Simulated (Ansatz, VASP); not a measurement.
# Nb: VASP beside Ansatz

```
Nb
1.0
    -1.66395    1.66395    1.49755
     1.66395   -1.66395    1.49755
     1.66395    1.66395   -1.49755
Nb
1
Cartesian
  0.0000 0.0000 0.0000
```

Change from the starting cell: strain -0.1000 x Voigt [0, 0, 1, 0, 0, 0], atoms carried along.

Alike in both runs: task single point; functional PBEsol; k mesh 20 × 20 × 20; occupations gaussian, width 0.15 eV; no spin polarisation.

|  | VASP | Ansatz |
| --- | --- | --- |
| version | VASP 6.6.1 | Ansatz 0.2.0 |
| potentials or method | VASP PAW PBE potentials, release 64 (Nb_sv), cutoff 520 eV | scalar-relativistic, plane waves, PAW |
| valence electrons in the cell | 13 | 13 |

Ansatz gave:

| Quantity | Value |
| --- | --- |
| gap on the k mesh at the Fermi level (eV) | none |
| pressure (GPa) | 12.1 |
| traceless stress, the component that is largest in VASP (GPa) | 9.21 |

**Question.** Estimate VASP's values.

**Answer.** gap on the k mesh at the Fermi level (eV): none; pressure (GPa): 11.8; traceless stress, the component that is largest in VASP (GPa): 9.15.

VASP's potentials were made for PBE, not for PBEsol. A gap of «none» marks a metal or a gap that the smearing closes. With one functional, cell and mesh, what is left measures potentials, basis and numerics.
